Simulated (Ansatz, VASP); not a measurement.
## InSb: VASP beside Ansatz

INCAR

```
SYSTEM = InSb
PREC     = Accurate       ! precision mode
ENCUT    = 520            ! plane-wave cutoff, eV
EDIFF    = 1E-6           ! SCF threshold, eV
ISMEAR   = 0              ! smearing method
SIGMA    = 0.15           ! smearing width, eV
LREAL    = .FALSE.        ! projectors in reciprocal space
LASPH    = .TRUE.         ! aspherical terms in the spheres
NELM     = 100            ! most SCF steps
ALGO     = Normal         ! electronic algorithm
ISIF     = 2              ! what is computed and relaxed
LWAVE    = .FALSE.        ! write WAVECAR
LCHARG   = .FALSE.        ! write CHGCAR
GGA      = PS             ! functional
NBANDS   = 16             ! bands
```

Contents of KPOINTS:

```
Automatic mesh
0
G
  12 12 12
  0 0 0
```

The input POSCAR:

```
InSb
1.0
    0.0000000000      3.2391000000      3.3362730000
    3.2391000000      0.0000000000      3.3362730000
    3.2391000000      3.2391000000      0.0000000000
In Sb
1 1
Direct
    0.0000000000      0.0000000000      0.0000000000
    0.7500000000      0.7500000000      0.7500000000
```

Input for Ansatz:

```yaml
crystal:
  lattice:
    - [0.0, 3.2391, 3.336273]
    - [3.2391, 0.0, 3.336273]
    - [3.2391, 3.2391, 0.0]
  atoms:
    - { symbol: In, position: [0.0, 0.0, 0.0] }
    - { symbol: Sb, position: [0.75, 0.75, 0.75] }
basis:
  ecutwfc: 420
kpoints:
  mp_grid: { grid: [12, 12, 12] }
hamiltonian:
  xc: pbesol
scf:
  occupations: { method: gaussian, width: 0.15 }
output:
  forces: true
  stress: true
  eigenvalues: true
```

Change from the starting cell: strain +0.000 along x and y, +0.030 along z, atoms carried along.

Alike in both runs: task single point; functional PBEsol; k mesh 12 × 12 × 12; occupations gaussian, width 0.15 eV; no spin polarisation.

```csv
,VASP,Ansatz
version,VASP 6.6.1,Ansatz 0.2.0
potentials or method,"VASP PAW PBE potentials, release 64 (In_d, Sb), cutoff 520 eV","scalar-relativistic, plane waves, PAW"
valence electrons in the cell,18,28
```

```tsv
	VASP	Ansatz	Ansatz less VASP
gap on the k mesh at the Fermi level (eV)	none	none	-
pressure (GPa)	-0.4	-0.5	-0.02
traceless stress, the component that is largest in VASP (GPa)	-0.58	-0.58	0.000
```

VASP's potentials were made for PBE, not for PBEsol. A gap of «none» marks a metal or a gap that the smearing closes. The functional is the same, so the differences come from potentials, cutoffs and numerics. VASP's potentials hold 18 valence electrons a cell and Ansatz's 28, so a difference there can come from the potentials and not from the codes.

Neither program's run includes spin-orbit coupling.
